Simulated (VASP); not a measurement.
# GaSb (F-43m) in VASP: a series of runs

GaSb is run at these levels: LDA, PBEsol, PBE; tasks: single point.

All numbers are computed with VASP 6.6.1; they aren't measurements. Logs are shortened: lines on timing, memory, paths and dates and some standing lists are left out, and cuts for length are marked.

## 1. The cell of the first run

The structure is cubic, space group F-43m (No. 216). Conventional cell: a = 6.050 Å, b = 6.050 Å, c = 6.050 Å, α = 90.00°, β = 90.00°, γ = 90.00°. Within 3.5 Å of Ga (site symmetry -43m) lie 4 Sb at 2.62 Å. Sb (site symmetry -43m) has 4 Ga at 2.62 Å within 3.5 Å.

## 2. Single point, LDA

File INCAR:

```
ALGO = Normal
EDIFF = 1E-6
ENCUT = 520
ISIF = 2
ISMEAR = -1
LASPH = True
LCHARG = False
LREAL = False
LWAVE = False
NBANDS = 16
NELM = 80
PREC = Accurate
SIGMA = 0.02
```

File KPOINTS:

```
k-points
0
Gamma
  6 6 6
```

File POSCAR:

```
GaSb
1.0
    0.0000000000      3.0251928895      3.0251928895
    3.0251928895      0.0000000000      3.0251928895
    3.0251928895      3.0251928895      0.0000000000
Ga Sb
1 1
Direct
    0.0000000000      0.0000000000      0.0000000000
    0.2500000000      0.2500000000      0.2500000000
```

Potentials or basis: VASP PAW LDA potentials, release 64 (Ga_d, Sb).

Started as:

```console
cat potpaw_LDA.64/Ga_d/POTCAR potpaw_LDA.64/Sb/POTCAR > POTCAR
mpirun -np 1 vasp_std > vasp.out
```

OUTCAR:

```text
EDIFF = 1E-6
   ENCUT = 520
   ISIF = 2
   ISMEAR = -1
   LASPH = True
   LREAL = False
   NELM = 80
   PREC = Accurate

 ion  position               nearest neighbor table
   1  0.000  0.000  0.000-   2 2.62   2 2.62   2 2.62   2 2.62
   2  0.250  0.250  0.250-   1 2.62   1 2.62   1 2.62   1 2.62

  LATTYP: Found a face centered cubic cell.
 ALAT       =     6.0503857790

  Lattice vectors:

 A1 = (   0.0000000000,   3.0251928895,   3.0251928895)
 A2 = (   3.0251928895,   0.0000000000,   3.0251928895)
 A3 = (   3.0251928895,   3.0251928895,   0.0000000000)

Analysis of symmetry for initial positions (statically):
=====================================================================
 Subroutine PRICEL returns:
 Original cell was already a primitive cell.

 Routine SETGRP: Setting up the symmetry group for a
 face centered cubic supercell.

 Subroutine GETGRP returns: Found 24 space group operations
 (whereof 24 operations were pure point group operations)
 out of a pool of 48 trial point group operations.

The static configuration has the point symmetry T_d .

Analysis of symmetry for dynamics (positions and initial velocities):
=====================================================================
 Subroutine PRICEL returns:
 Original cell was already a primitive cell.

 Routine SETGRP: Setting up the symmetry group for a
 face centered cubic supercell.

 Subroutine GETGRP returns: Found 24 space group operations
 (whereof 24 operations were pure point group operations)
 out of a pool of 48 trial point group operations.

The dynamic configuration has the point symmetry T_d .

 Subroutine INISYM returns: Found 24 space group operations
 (whereof 24 operations are pure point group operations),
 and found     1 'primitive' translations

----------------------------------------------------------------------------------------

                                     Primitive cell

  volume of cell :      55.3719

  direct lattice vectors                    reciprocal lattice vectors
     0.000000000  3.025192889  3.025192889    -0.165278717  0.165278717  0.165278717
     3.025192889  0.000000000  3.025192889     0.165278717 -0.165278717  0.165278717
     3.025192889  3.025192889  0.000000000     0.165278717  0.165278717 -0.165278717

  length of vectors
     4.278268813  4.278268813  4.278268813     0.286271136  0.286271136  0.286271136

  position of ions in fractional coordinates (direct lattice)
     0.000000000  0.000000000  0.000000000
     0.250000000  0.250000000  0.250000000

  ion indices of the primitive-cell ions
   primitive index   ion index
                 1           1
                 2           2

----------------------------------------------------------------------------------------

 KPOINTS: k-points

Automatic generation of k-mesh.
 Grid dimensions read from file:
 generate k-points for:    6    6    6

 Generating k-lattice:

  Cartesian coordinates                     Fractional coordinates (reciprocal lattice)
    -0.027546453  0.027546453  0.027546453     0.166666667  0.000000000  0.000000000
     0.027546453 -0.027546453  0.027546453     0.000000000  0.166666667  0.000000000
     0.027546453  0.027546453 -0.027546453     0.000000000  0.000000000  0.166666667

  Length of vectors
     0.047711856  0.047711856  0.047711856

  Shift w.r.t. Gamma in fractional coordinates (k-lattice)
     0.000000000  0.000000000  0.000000000

 Subroutine IBZKPT returns following result:
 ===========================================

 Found     16 irreducible k-points:

 Following reciprocal coordinates:
            Coordinates               Weight
  0.000000  0.000000  0.000000      1.000000
  0.166667  0.000000  0.000000      8.000000
  0.333333  0.000000  0.000000      8.000000
  0.500000  0.000000  0.000000      4.000000
  0.166667  0.166667  0.000000      6.000000
  0.333333  0.166667  0.000000     24.000000
[... 8 lines left out ...]
 -0.333333  0.333333  0.166667     24.000000
 -0.333333  0.500000  0.166667     12.000000
   k-points           NKPTS =     16   k-points in BZ     NKDIM =     16   number of bands    NBANDS=     16
   number of dos      NEDOS =    301   number of ions     NIONS =      2
   total plane-waves  NPLWV =  32768
   dimension x,y,z NGX =    32 NGY =   32 NGZ =   32
   dimension x,y,z NGXF=    64 NGYF=   64 NGZF=   64
   ions per type =               1   1
   NGX,Y,Z   is equivalent  to a cutoff of  12.43, 12.43, 12.43 a.u.
   NGXF,Y,Z  is equivalent  to a cutoff of  24.87, 24.87, 24.87 a.u.
 SYSTEM =  unknown system
   PREC   = accura    normal or accurate (medium, high low for compatibility)
   ISTART =      0    job   : 0-new  1-cont  2-samecut
   ICHARG =      2    charge: 1-file 2-atom 10-const
   ISPIN  =      1    spin polarized calculation?
   LNONCOLLINEAR =      F non collinear calculations
   LSORBIT =      F    spin-orbit coupling
   LASPH  =      T    aspherical Exc in radial PAW
   ENCUT  =  520.0 eV  38.22 Ry    6.18 a.u.   7.95  7.95  7.95*2*pi/ulx,y,z
   NELM   =     80;   NELMIN=  2; NELMDL= -5     # of ELM steps
   EDIFF  = 0.1E-05   stopping-criterion for ELM
   LREAL  =      F    real-space projection
   EDIFFG = 0.1E-04   stopping-criterion for IOM
   NSW    =      0    number of steps for IOM
   IBRION =     -1    ionic relax: 0-MD 1-quasi-New 2-CG
   NFREE  =      0    steps in history (QN), initial steepest desc. (CG)
   ISIF   =      2    stress and relaxation
   ISYM   =      2    0-nonsym 1-usesym 2-fastsym
   POTIM  = 0.5000    time-step for ionic-motion
   TEBEG  =    0.0;   TEEND  =   0.0 temperature during run
   PSTRESS=    0.0 pullay stress
   NELECT =      18.0000    total number of electrons
   NUPDOWN=      -1.0000    fix difference up-down
   EMIN   =  10.00;   EMAX   =-10.00  energy-range for DOS
   EFERMI =   0.00;   METHOD = LEGACY
   ISMEAR =    -1;   SIGMA  =   0.02  broadening in eV -4-tet -1-fermi 0-gaus
   EFERMI_NEDOS =   21; number of points for ismear=-14 and -15
   IALGO  =     38    algorithm
   IMIX   =      4    mixing-type and parameters
     AMIX     =   0.40;   BMIX     =  1.00
     AMIX_MAG =   1.60;   BMIX_MAG =  1.00
  volume/ion in A,a.u.               =      27.69       186.83
  Fermi-wavevector in a.u.,A,eV,Ry     =   1.125648  2.127166 17.239716  1.267083
  Thomas-Fermi vector in A             =   2.262326
   LORBIT       =      0    0 simple, 1 ext, 2 COOP (PROOUT), +10 PAW based schemes
   GGA     = CA    functional components
   LHFCALC =     F    Hartree Fock is set to
   AEXX    =    0.0000 exact exchange contribution
   IVDW    =     0    specifies the selected vdW correction
   LEPSILON=     F    determine dielectric tensor
   LRPA    =     F    only Hartree local field effects (RPA)
 non-spin polarized calculation
  energy-cutoff  :      520.00
  volume of cell :       55.37
 maximum number of plane-waves:      1524
   NGX = 15   NGY = 15   NGZ = 15

 number of electron      17.9999989 magnetization

 Free energy of the ion-electron system (eV)
  ---------------------------------------------------
  ext. energy  EPLUGINS =         0.00000000
  ---------------------------------------------------
  free energy    TOTEN  =        -8.63988890 eV

  energy without entropy =       -8.63974651  energy(sigma->0) =       -8.63981770

 E-fermi :   5.1045     XC(G=0):  -9.5378

 val. band max:        5.0373782510   @ k =   0.0000   0.0000   0.0000
 cond. band min:       5.1482560813   @ k =   0.0000   0.0000   0.0000
 fundamental gap:      0.1108778303
 Fermi energy:         5.1045250656

 k-point     1 :       0.0000    0.0000    0.0000
  band No.  band energies     occupation
      1     -10.1886      2.00000
      2     -10.1886      2.00000
      3     -10.1886      2.00000
      4     -10.1343      2.00000
      5     -10.1343      2.00000
      6      -6.7166      2.00000
[... 8 lines left out ...]
     15      13.6534      0.00000
     16      13.6534      0.00000

 k-point     2 :       0.1667    0.0000    0.0000
  band No.  band energies     occupation
      1     -10.1966      2.00000
      2     -10.1852      2.00000
      3     -10.1852      2.00000
      4     -10.1347      2.00000
      5     -10.1347      2.00000
      6      -6.4232      2.00000
[... 8 lines left out ...]
     15      12.6119      0.00000
     16      12.6119      0.00000

 k-point     3 :       0.3333    0.0000    0.0000
  band No.  band energies     occupation
      1     -10.2121      2.00000
      2     -10.1792      2.00000
      3     -10.1792      2.00000
      4     -10.1347      2.00000
      5     -10.1347      2.00000
      6      -5.6365      2.00000
[... 8 lines left out ...]
     15      13.1320      0.00000
     16      13.1320      0.00000

 k-point     4 :       0.5000    0.0000    0.0000
  band No.  band energies     occupation
      1     -10.2197      2.00000
      2     -10.1767      2.00000
      3     -10.1767      2.00000
      4     -10.1341      2.00000
      5     -10.1341      2.00000
      6      -5.0076      2.00000
[... 8 lines left out ...]
     15      14.9527      0.00000
     16      14.9527      0.00000
[... 172 lines left out ...]
 k-point    14 :       0.5000    0.3333    0.1667
  band No.  band energies     occupation
      1     -10.2247      2.00000
      2     -10.1724      2.00000
      3     -10.1693      2.00000
      4     -10.1405      2.00000
      5     -10.1330      2.00000
      6      -4.9614      2.00000
[... 8 lines left out ...]
     15      14.0693      0.00000
     16      16.0598      0.00000

 k-point    15 :      -0.3333    0.3333    0.1667
  band No.  band energies     occupation
      1     -10.2282      2.00000
      2     -10.1717      2.00000
      3     -10.1665      2.00000
      4     -10.1396      2.00000
      5     -10.1343      2.00000
      6      -4.3951      2.00000
[... 8 lines left out ...]
     15      15.5059      0.00000
     16      15.7310      0.00000

 k-point    16 :      -0.3333    0.5000    0.1667
  band No.  band energies     occupation
      1     -10.2333      2.00000
      2     -10.1676      2.00000
      3     -10.1629      2.00000
      4     -10.1433      2.00000
      5     -10.1327      2.00000
      6      -4.0925      2.00000
[... 8 lines left out ...]
     15      15.0826      0.00000
     16      16.3837      0.00000

------------------------ aborting loop because EDIFF is reached ----------------------------------------

  FORCE on cell =-STRESS in cart. coord.  units (eV):
  Direction    XX          YY          ZZ          XY          YZ          ZX
  --------------------------------------------------------------------------------------
  -------------------------------------------------------------------------------------
  Total        0.0409939      0.0409939      0.0409939      0.0000000      0.0000000     -0.0000000
  in kB        1.1861539      1.1861539      1.1861539      0.0000000      0.0000000     -0.0000000
  external PRESSURE =       1.1861539 kB  Pullay stress =       0.0000000 kB

 VOLUME and BASIS-vectors are now :
 -----------------------------------------------------------------------------
  energy-cutoff  :      520.00
  volume of cell :       55.37
      direct lattice vectors                 reciprocal lattice vectors
     0.000000000  3.025192889  3.025192889    -0.165278717  0.165278717  0.165278717
     3.025192889  0.000000000  3.025192889     0.165278717 -0.165278717  0.165278717
     3.025192889  3.025192889  0.000000000     0.165278717  0.165278717 -0.165278717

 POSITION                                       TOTAL-FORCE (eV/Angst)
 -----------------------------------------------------------------------------------
      0.00000      0.00000      0.00000        -0.000000     -0.000000     -0.000000
      1.51260      1.51260      1.51260         0.000000      0.000000      0.000000
 -----------------------------------------------------------------------------------
    total drift:                                0.000000      0.000000      0.000001

  FREE ENERGIE OF THE ION-ELECTRON SYSTEM (eV)
  ---------------------------------------------------
  free  energy   TOTEN  =        -8.6398888967 eV

  energy  without entropy=       -8.6397465071  energy(sigma->0) =       -8.63981770
```

Wall time 9.4 s (1 thread of Intel Xeon Platinum 8488C (Sapphire Rapids), shared host); peak memory 0.16 GiB.

What came out:

```yaml
Free_energy: -8.6399 eV
Pressure: 0.1 GPa
Band_gap_on_the_k_mesh: 0.11 eV, direct
```

Levels at points of the mesh, in eV from the valence-band top:
```csv
k point,band 5,band 6,band 7,band 8,band 9,band 10,band 11,band 12,band 13,band 14
"(0.00, 0.00, 0.00)",-15.17,-11.75,0.00,0.00,0.00,0.11,2.73,2.73,2.73,5.63
"(0.50, 0.00, 0.00)",-15.17,-10.04,-6.58,-1.21,-1.21,0.36,3.71,3.71,6.28,9.39
"(0.50, 0.50, 0.00)",-15.17,-9.17,-7.01,-2.70,-2.70,0.79,1.09,8.79,8.79,10.18
```

Caveat: spin-orbit coupling is left out, which moves the levels of the heavy elements. A k mesh can miss the band edges.

## 3. Single point, PBEsol

This run uses another cell than the first one, of 28.58 Å³/atom, 1.032 times its volume.

File INCAR:

```
PREC     = Accurate       # precision mode
ENCUT    = 520            # plane-wave cutoff, eV
EDIFF    = 1E-6           # SCF threshold, eV
ISMEAR   = -1             # smearing method
SIGMA    = 0.02           # smearing width, eV
LREAL    = False          # projectors in reciprocal space
LASPH    = True           # aspherical terms in the spheres
NELM     = 100            # most SCF steps
ALGO     = Normal         # electronic algorithm
ISIF     = 2              # what is computed and relaxed
LWAVE    = False          # write WAVECAR
LCHARG   = False          # write CHGCAR
GGA      = PS             # functional
NBANDS   = 16             # bands
```

File KPOINTS:

```
Automatic mesh
0
Gamma
  6 6 6
```

File POSCAR:

```
GaSb
1.0
    0.0000000000      3.0573004932      3.0573004932
    3.0573004932      0.0000000000      3.0573004932
    3.0573004932      3.0573004932      0.0000000000
Ga Sb
1 1
Direct
    0.0000000000      0.0000000000      0.0000000000
    0.2500000000      0.2500000000      0.2500000000
```

Potentials or basis: VASP PAW PBE potentials, release 64 (Ga_d, Sb).

Started as:

```console
cat potpaw_PBE.64/Ga_d/POTCAR potpaw_PBE.64/Sb/POTCAR > POTCAR
mpirun -np 1 vasp_std > vasp.out
```

Run time: 10 s. Hardware: 1 thread of Intel Xeon Platinum 8488C (Sapphire Rapids), shared host; peak memory 0.17 GiB.

The run converged. Its results:

| Property | Result |
| --- | --- |
| Free energy | -8.1220 eV |
| Pressure | 0.1 GPa |
| Band gap on the k mesh | zero (filled and empty bands touch) |

Levels at points of the mesh, in eV from the Fermi level:
```
           k point  band 5  band 6  band 7  band 8  band 9  band 10  band 11  band 12  band 13  band 14
(0.00, 0.00, 0.00)  -14.98  -11.54   -0.02   -0.02   -0.02    -0.02     2.73     2.73     2.73     5.60
(0.50, 0.00, 0.00)  -14.98   -9.90   -6.43   -1.18   -1.18     0.33     3.69     3.69     6.29     9.24
(0.50, 0.50, 0.00)  -14.98   -9.07   -6.87   -2.62   -2.62     0.81     1.13     8.65     8.65     9.97
```

Caveat: the PAW data sets were made with another functional, which shifts forces and pressure a little; spin-orbit coupling is left out, which moves the levels of the heavy elements.

## 4. Single point, PBE

This run uses another cell than the first one, of 30.05 Å³/atom, 1.086 times its volume.

File INCAR:

```
SYSTEM = GaSb
ALGO     = Normal         ! electronic algorithm
EDIFF    = 1E-6           ! SCF threshold, eV
ENCUT    = 520            ! plane-wave cutoff, eV
GGA      = PE             ! functional
ISIF     = 2              ! what is computed and relaxed
ISMEAR   = -1             ! smearing method
LASPH    = .True.         ! aspherical terms in the spheres
LCHARG   = .True.         ! write CHGCAR
LELF     = .True.         ! ELF
LREAL    = .False.        ! projectors in reciprocal space
LVHAR    = .True.       
LWAVE    = .False.        ! write WAVECAR
NBANDS   = 16             ! bands
NELM     = 80             ! most SCF steps
PREC     = Accurate       ! precision mode
SIGMA    = 0.02           ! smearing width, eV
```

File KPOINTS:

```
k-points
0
Gamma
  6 6 6
  0 0 0
```

File POSCAR:

```
GaSb
1.0
    0.0000000000      3.1090646227      3.1090646227
    3.1090646227      0.0000000000      3.1090646227
    3.1090646227      3.1090646227      0.0000000000
Ga Sb
1 1
Direct
    0.0000000000      0.0000000000      0.0000000000
    0.2500000000      0.2500000000      0.2500000000
```

Started as:

```console
cat potpaw_PBE.64/Ga_d/POTCAR potpaw_PBE.64/Sb/POTCAR > POTCAR
mpirun -np 1 vasp_std > vasp.out
```

Run time: 16 s. Hardware: 1 thread of Intel Xeon Platinum 8488C (Sapphire Rapids), shared host; peak memory 0.2 GiB.

The run converged. Its results:

```
Free energy            : -7.3433 eV
Pressure               : 0.1 GPa
Band gap on the k mesh : zero (filled and empty bands touch)
```

Levels at points of the mesh, in eV from the Fermi level:
| k point | band 7 | band 8 | band 9 | band 10 | band 11 | band 12 |
| --- | --- | --- | --- | --- | --- | --- |
| (0.00, 0.00, 0.00) | -0.32 | -0.01 | -0.01 | -0.01 | 2.77 | 2.77 |
| (0.50, 0.00, 0.00) | -6.15 | -1.09 | -1.09 | 0.29 | 3.73 | 3.73 |
| (0.50, 0.50, 0.00) | -6.61 | -2.42 | -2.42 | 0.94 | 1.32 | 8.35 |

Caveat: spin-orbit coupling is left out, which moves the levels of the heavy elements.

## 5. Summary

```tsv
level	potentials or basis	cell	gap on the mesh (eV)	pressure (GPa)
LDA	VASP PAW LDA potentials, release 64 (Ga_d, Sb)	a = 4.278 Å, angles 60.0°, 2 atoms	0.11	0.1
PBEsol	VASP PAW PBE potentials, release 64 (Ga_d, Sb)	a = 4.324 Å, angles 60.0°, 2 atoms	none	0.1
PBE	VASP PAW PBE potentials, release 64 (Ga_d, Sb)	a = 4.397 Å, angles 60.0°, 2 atoms	none	0.1
```

Alike in all rows: task single point; no spin polarisation; k mesh 6 × 6 × 6; cutoff (eV) 520; smearing fermi-dirac 0.02 eV.

Caveats: spin-orbit coupling is left out, which moves the levels of the heavy elements; the PAW data sets were made with another functional, which shifts forces and pressure a little (some runs).

Absolute energies hang on the potentials; compare differences alone.
